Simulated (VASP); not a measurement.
# Re (P6_3/mmc) in VASP: settings compared, part 2 of 2

VASP 6.6.1.

## 3. Single point, revPBE

The input, INCAR:

```
ALGO     = Fast           # electronic algorithm
EDIFF    = 1E-6           # SCF threshold, eV
ENCUT    = 520            # plane-wave cutoff, eV
GGA      = RE             # functional
ISIF     = 2              # what is computed and relaxed
ISMEAR   = -1             # smearing method
LASPH    = T              # aspherical terms in the spheres
LCHARG   = F              # write CHGCAR
LREAL    = F              # projectors in reciprocal space
LWAVE    = F              # write WAVECAR
NBANDS   = 14             # bands
NELM     = 60             # most SCF steps
PREC     = Accurate       # precision mode
SIGMA    = 0.05           # smearing width, eV
```

The input, KPOINTS:

```
k-points
0
Gamma
  6 6 4
```

The input, POSCAR:

```
Re
1.0
    2.7608000000      0.0000000000      0.0000000000
   -1.3804000000      2.3909229348      0.0000000000
    0.0000000000      0.0000000000      4.4582000000
Re
2
Direct
    0.6666666667      0.3333333333      0.7500000000
    0.3333333333      0.6666666667      0.2500000000
```

Potentials or basis: VASP PAW PBE potentials, release 64 (Re).

The run is started by

```sh
> cat potpaw_PBE.64/Re/POTCAR > POTCAR
> mpirun -np 1 vasp_std > vasp.out
```

OUTCAR:

```text
EDIFF = 1E-6
   ENCUT = 520
   GGA = RE
   ISIF = 2
   ISMEAR = -1
   LASPH = T
   LREAL = F
   NELM = 60
   PREC = Accurate

 ion  position               nearest neighbor table
   1  0.667  0.333  0.750-   2 2.74   2 2.74   2 2.74   2 2.74   2 2.74   2 2.74
   2  0.333  0.667  0.250-   1 2.74   1 2.74   1 2.74   1 2.74   1 2.74   1 2.74

  LATTYP: Found a hexagonal cell.
 ALAT       =     2.7608000000
 C/A-ratio  =     1.6148217908

  Lattice vectors:

 A1 = (   2.7608000000,   0.0000000000,   0.0000000000)
 A2 = (  -1.3804000000,   2.3909229348,   0.0000000000)
 A3 = (   0.0000000000,   0.0000000000,   4.4582000000)

Analysis of symmetry for initial positions (statically):
=====================================================================
 Subroutine PRICEL returns:
 Original cell was already a primitive cell.

 Routine SETGRP: Setting up the symmetry group for a
 hexagonal supercell.

 Subroutine GETGRP returns: Found 24 space group operations
 (whereof 12 operations were pure point group operations)
 out of a pool of 24 trial point group operations.

The static configuration has the point symmetry D_3d.
 The point group associated with its full space group is D_6h.

Analysis of symmetry for dynamics (positions and initial velocities):
=====================================================================
 Subroutine PRICEL returns:
 Original cell was already a primitive cell.

 Routine SETGRP: Setting up the symmetry group for a
 hexagonal supercell.

 Subroutine GETGRP returns: Found 24 space group operations
 (whereof 12 operations were pure point group operations)
 out of a pool of 24 trial point group operations.

The dynamic configuration has the point symmetry D_3d.
 The point group associated with its full space group is D_6h.

 Subroutine INISYM returns: Found 24 space group operations
 (whereof 12 operations are pure point group operations),
[... 118 lines left out ...]
   LHFCALC =     F    Hartree Fock is set to
   AEXX    =    0.0000 exact exchange contribution
   IVDW    =     0    specifies the selected vdW correction
   LEPSILON=     F    determine dielectric tensor
   LRPA    =     F    only Hartree local field effects (RPA)
 non-spin polarized calculation
 RMM-DIIS sequential band-by-band and
  energy-cutoff  :      520.00
  volume of cell :       29.43
 maximum number of plane-waves:       808
 NGX is ok and might be reduce to    24
   NGX = 11   NGY = 11   NGZ = 17

 number of electron      14.0000000 magnetization

 Free energy of the ion-electron system (eV)
  ---------------------------------------------------
  ext. energy  EPLUGINS =         0.00000000
  ---------------------------------------------------
  free energy    TOTEN  =       -23.88165889 eV

  energy without entropy =      -23.87260813  energy(sigma->0) =      -23.87713351

 E-fermi :   7.9120     XC(G=0): -13.7136

 val. band max:        7.9091113192   @ k =   0.3333   0.3333   0.0000
 cond. band min:       8.0116923255   @ k =   0.3333   0.3333   0.5000
 fundamental gap:      0.1025810064
 Fermi energy:         7.9119799011

 k-point     1 :       0.0000    0.0000    0.0000
  band No.  band energies     occupation
      1      -1.9192      2.00000
      2       1.3248      2.00000
      3       6.3604      2.00000
      4       6.3655      2.00000
      5       6.3655      2.00000
      6       7.2021      2.00000
      7       7.2021      2.00000
      8       8.1241      0.02835
      9       8.1241      0.02835
     10       8.5421      0.00001
     11      11.2958      0.00000
     12      11.2958      0.00000
     13      17.9651      0.00000
     14      22.0651      0.00000
[... 326 lines left out ...]
      1       3.3975      2.00000
      2       3.3975      2.00000
      3       4.2069      2.00000
      4       4.2069      2.00000
      5       5.7906      2.00000
      6       5.7906      2.00000
      7       8.0117      0.23962
      8       8.0117      0.23962
      9      11.2989      0.00000
     10      11.2989      0.00000
     11      17.4637      0.00000
     12      17.4637      0.00000
     13      18.4135      0.00000
     14      18.4135      0.00000

------------------------ aborting loop because EDIFF is reached ----------------------------------------

  FORCE on cell =-STRESS in cart. coord.  units (eV):
  Direction    XX          YY          ZZ          XY          YZ          ZX
  --------------------------------------------------------------------------------------
  -------------------------------------------------------------------------------------
  Total        1.5128913      1.5128913      1.8107459      0.0000000      0.0000000      0.0000000
  in kB       82.3679459     82.3679459     98.5843599      0.0000000      0.0000000      0.0000000
  external PRESSURE =      87.7734172 kB  Pullay stress =       0.0000000 kB

 VOLUME and BASIS-vectors are now :
 -----------------------------------------------------------------------------
  energy-cutoff  :      520.00
  volume of cell :       29.43
      direct lattice vectors                 reciprocal lattice vectors
     2.760800000  0.000000000  0.000000000     0.362213851  0.209124264  0.000000000
    -1.380400000  2.390922935  0.000000000     0.000000000  0.418248529  0.000000000
     0.000000000  0.000000000  4.458200000     0.000000000  0.000000000  0.224305774

 POSITION                                       TOTAL-FORCE (eV/Angst)
 -----------------------------------------------------------------------------------
      1.38040      0.79697      3.34365        -0.000000      0.000000      0.000000
     -0.00000      1.59395      1.11455         0.000000     -0.000000      0.000000
 -----------------------------------------------------------------------------------
    total drift:                               -0.000000      0.000000     -0.000000

  FREE ENERGIE OF THE ION-ELECTRON SYSTEM (eV)
  ---------------------------------------------------
  free  energy   TOTEN  =       -23.8816588935 eV

  energy  without entropy=      -23.8726081316  energy(sigma->0) =      -23.87713351
```

Wall time 30 s (1 thread of AMD EPYC 7R13, shared host); peak memory 0.12 GiB.

Results:

- Free energy: -23.8817 eV
- Pressure: 8.8 GPa
- Band gap on the k mesh: zero (band 7 reaches 9.02 eV, above the bottom of band 8 at 6.23 eV)

Caveat: the k points lie up to 0.44 Å⁻¹ apart; the PAW data sets were made with another functional, which shifts forces and pressure a little; spin-orbit coupling is left out, which moves the levels of the heavy elements.

## 4. Single point, r2SCAN

POSCAR is that of step 3.

The input, INCAR.step1:

```
ALGO = Normal
EDIFF = 1E-4
ENCUT = 520
GGA = PE
ISMEAR = -1
LASPH = True
LCHARG = False
LREAL = False
LWAVE = True
NBANDS = 14
NELM = 100
PREC = Accurate
SIGMA = 0.05
```

The input, INCAR.step2:

```
ALGO = Normal
EDIFF = 1E-7
ENCUT = 520
ISIF = 2
ISMEAR = -1
ISTART = 1
LASPH = True
LCHARG = False
LMIXTAU = True
LREAL = False
LWAVE = False
METAGGA = R2SCAN
NBANDS = 14
NELM = 100
PREC = Accurate
SIGMA = 0.05
```

KPOINTS is that of step 3.

The run is started by

```sh
> cat potpaw_PBE.64/Re/POTCAR > POTCAR
> cp INCAR.step1 INCAR
> mpirun -np 1 vasp_std > vasp.out
> cp INCAR.step2 INCAR
> mpirun -np 1 vasp_std > vasp.out
```

It took 1.8 min on 1 thread of AMD EPYC 7R13, shared host; peak memory 0.13 GiB.

Results (log left out):

- Free energy: -104.9205 eV
- Pressure: 0.0 GPa
- Band gap on the k mesh: zero (band 7 reaches 8.75 eV, above the bottom of band 8 at 5.93 eV)

Stress tensor (GPa, compression positive):
```
-0.75  0.00  0.00
 0.00 -0.75  0.00
 0.00  0.00  1.41
```

Levels at points of the mesh, in eV from the Fermi level:
```tsv
k point	band 4	band 5	band 6	band 7	band 8	band 9	band 10	band 11
(0.00, 0.00, 0.00)	-1.60	-1.60	-0.74	-0.74	0.24	0.24	0.56	3.54
(0.50, 0.00, 0.00)	-1.97	-1.86	-1.43	-0.62	4.14	4.56	4.68	6.29
(0.00, 0.00, 0.50)	-2.50	-1.74	-1.74	-1.74	-1.74	2.68	2.68	2.68
(0.50, 0.00, 0.50)	-4.26	0.45	0.45	0.92	0.92	4.46	4.46	4.96
```

Caveat: the k points lie up to 0.44 Å⁻¹ apart; the PAW data sets were made with another functional, which shifts forces and pressure a little; spin-orbit coupling is left out, which moves the levels of the heavy elements.

## 5. Summary

| level | potentials or basis | gap on the mesh (eV) | pressure (GPa) |
| --- | --- | --- | --- |
| LDA | VASP PAW LDA potentials, release 64 (Re) | none | -8.3 |
| revPBE | VASP PAW PBE potentials, release 64 (Re) | none | 8.8 |
| r2SCAN | VASP PAW PBE potentials, release 64 (Re) | none | 0.0 |

Alike in all rows: task single point; no spin polarisation; cell as given; k mesh 6 × 6 × 4; cutoff (eV) 520; smearing fermi-dirac 0.05 eV.

Caveats: all runs use coarse meshes; spin-orbit coupling is left out, which moves the levels of the heavy elements; the PAW data sets were made with another functional, which shifts forces and pressure a little (some runs).

Total energies depend on the potentials used, so only differences within one code and one set of settings carry meaning.
